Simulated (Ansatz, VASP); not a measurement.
# NaTa2: VASP beside Ansatz

```
Na Ta
1.0
     2.87786    0.00000    0.00000
    -1.43893    2.49230    0.00000
     0.00000    0.00000   17.08438
Na Ta
2 4
Direct
  0.33333 0.66667 0.25000
  0.66667 0.33333 0.75000
  0.33333 0.66667 0.57554
  0.66667 0.33333 0.07554
  0.33333 0.66667 0.92446
  0.66667 0.33333 0.42446
```

Alike in both runs: functional PBE; k mesh 18 × 18 × 4; occupations gaussian, width 0.1 eV; no spin polarisation.

Ansatz relaxed the structure, and its values are those at the end. VASP's run is a single point on that final structure, the one shown.

```csv
,VASP,Ansatz
version,VASP 6.6.1,Ansatz 0.2.0
potentials or method,"VASP PAW PBE potentials, release 64 (Na_pv, Ta_pv), cutoff 520 eV","scalar-relativistic, plane waves, PAW"
valence electrons in the cell,58,70
```

```csv
,VASP,Ansatz,Ansatz less VASP
gap on the k mesh at the Fermi level (eV),none,none,-
pressure (GPa),0.0,0.0,-0.03
```

A gap of «none» marks a metal or a gap that the smearing closes. VASP's potentials hold 58 valence electrons a cell and Ansatz's 70, so a difference there can come from the potentials and not from the codes.

Neither program's run includes spin-orbit coupling.
